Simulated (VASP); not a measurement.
Wanted: the native input for a VASP 6.6.1 run.

```yaml
Task: single point
Functional: PBE
Dispersion: D3(BJ)
Potentials_or_basis: VASP PAW PBE potentials, release 64 (Ge_d, H)
Cutoff: 520 eV
k_mesh: 7 × 7 × 1
Occupations: gaussian, width 0.1 eV
Spin: no spin polarisation
Dipole_correction: yes
Further_INCAR_settings: ALGO = Normal; EDIFF = 1e-07; NBANDS = 36
```

The structure of Ge4H lies in POSCAR:

```
Ge4H
1.0
    4.0303587907      0.0000000000      0.0000000000
    0.0000000000      4.0303587907      0.0000000000
    0.0000000000      0.0000000000     21.6416627718
Ge H
4 1
Direct
    0.0000000000      0.5000000000      0.1848286817
    0.0000000000      0.0000000000      0.2506714513
    0.5000000000      0.0000000000      0.3196569899
    0.5000000000      0.5000000000      0.3854446333
    0.5000000000      1.0000000000      0.5379282957
```

These files were run (other wordings do the same):

INCAR

```
SYSTEM = Ge4H
PREC     = Accurate       ! precision mode
ENCUT    = 520            ! plane-wave cutoff, eV
EDIFF    = 1E-7           ! SCF threshold, eV
ISMEAR   = 0              ! smearing method
SIGMA    = 0.1            ! smearing width, eV
LREAL    = .FALSE.        ! projectors in reciprocal space
LASPH    = .TRUE.         ! aspherical terms in the spheres
NELM     = 60             ! most SCF steps
ALGO     = Normal         ! electronic algorithm
ISIF     = 2              ! what is computed and relaxed
LWAVE    = .FALSE.        ! write WAVECAR
LCHARG   = .FALSE.        ! write CHGCAR
LDIPOL   = .TRUE.       
IDIPOL   = 3            
DIPOL    = 0.5 0.5 0.336
GGA      = PE             ! functional
IVDW     = 12             ! dispersion correction
NBANDS   = 36             ! bands
```

KPOINTS

```
Automatic mesh
0
G
  7 7 1
  0 0 0
```

Potentials or basis: VASP PAW PBE potentials, release 64 (Ge_d, H).

Run with:

```bash
$ cat potpaw_PBE.64/Ge_d/POTCAR potpaw_PBE.64/H/POTCAR > POTCAR
$ mpirun -np 1 vasp_std > vasp.out
```

It gave:

* Largest force: 0.307 eV/Å
* Band gap on the k mesh: zero (an odd number of electrons rules out a gap without spin polarisation)
* Dispersion energy per atom: -0.176 eV

Run time: 11 min on 1 thread of Intel Xeon 8259CL (shared host), peak memory 0.47 GiB.
